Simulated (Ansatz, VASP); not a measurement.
# Ni in VASP and in Ansatz

File INCAR:

```
PREC = Accurate
ENCUT = 520
EDIFF = 1E-7
ISMEAR = -1
SIGMA = 0.05
LREAL = F
LASPH = T
NELM = 150
ALGO = Normal
ISIF = 2
LWAVE = F
LCHARG = T
ISPIN = 2
MAGMOM = 2 2
LORBIT = 11
LMAXMIX = 4
LELF = T
LVHAR = T
NBANDS = 21
```

The input KPOINTS:

```
Automatic mesh
0
Gamma
  7 14 14
```

Contents of POSCAR:

```
Ni
1.0
    0.0000000000      3.5270600000      3.5270600000
    1.7635300000      0.0000000000      1.7635300000
    1.7635300000      1.7635300000      0.0000000000
Ni
2
Direct
    0.0000000000      0.0000000000      0.0000000000
    0.5000000000      0.0000000000      0.0000000000
```

Input for Ansatz:

```yaml
crystal:
  lattice:
    - [0.0, 3.52706, 3.52706]
    - [1.76353, 0.0, 1.76353]
    - [1.76353, 1.76353, 0.0]
  atoms:
    - { symbol: Ni, position: [0.0, 0.0, 0.0], spin: 2.0 }
    - { symbol: Ni, position: [0.5, 0.0, 0.0], spin: 2.0 }
magnetization:
  spin_polarized: true
hamiltonian:
  xc: lda
  pseudopotentials: { kind: paw }
basis:
  ecutwfc: 420
kpoints:
  mp_grid: { grid: [7, 14, 14] }
scf:
  occupations: { method: fermi_dirac, width: 0.05 }
output:
  forces: true
  stress: true
```

Alike in both runs: task single point; functional LDA; k mesh 7 × 14 × 14; occupations fermi-dirac, width 0.05 eV; collinear spin.

|  | VASP | Ansatz |
| --- | --- | --- |
| version | VASP 6.6.1 | Ansatz 0.2.0 |
| potentials or method | VASP PAW LDA potentials, release 64 (Ni), cutoff 520 eV | PAW, plane waves, scalar-relativistic |
| valence electrons in the cell | 20 | 36 |

```tsv
	VASP	Ansatz	Ansatz less VASP
pressure (GPa)	-18.4	-18.5	-0.09
net moment per atom (μB)	0.55	0.58	+0.022
size of the moment on the site where the two differ most (μB)	0.56	0.61	+0.046
```

LDA's correlation is that of Perdew and Zunger in VASP and of Perdew and Wang (1992) in Ansatz. Site moments also hang on the region over which each program counts them. VASP's potentials hold 20 valence electrons a cell and Ansatz's 36, so a difference there can come from the potentials and not from the codes.
